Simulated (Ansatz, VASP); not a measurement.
One calculation of Y3C2, two programs

```xyz
5
Lattice="2.7535 -5.7421 0.0000 2.7535 5.7421 0.0000 0.0000 0.0000 3.2890" Properties=species:S:1:pos:R:3 pbc="T T T"
Y     0.0000    0.0000    1.6445
Y     2.7535   -1.7508    1.6445
Y     2.7535    1.7508    1.6445
C     3.4741    0.0000    0.0000
C     2.0328    0.0000    0.0000
```

Alike in both runs: task relaxation of cell and atoms; functional PBE; k mesh 4 × 4 × 6; occupations gaussian, width 0.1 eV; no spin polarisation.

|  | VASP | Ansatz |
| --- | --- | --- |
| version | VASP 6.6.1 | Ansatz 0.2.0 |
| potentials or method | VASP PAW PBE potentials, release 64 (Y_sv, C), cutoff 600 eV | scalar-relativistic, plane waves, PAW |
| valence electrons in the cell | 41 | 41 |

```tsv
	VASP	Ansatz	Ansatz less VASP
gap on the k mesh at the Fermi level, each at its own relaxed structure (eV)	none	none	-
relaxed volume (Å³/atom)	20.78	20.83	+0.048
relaxed cell length with the largest relative difference (Å)	6.367	6.377	+0.0094
```

A gap of «none» marks a metal or a gap that the smearing closes.
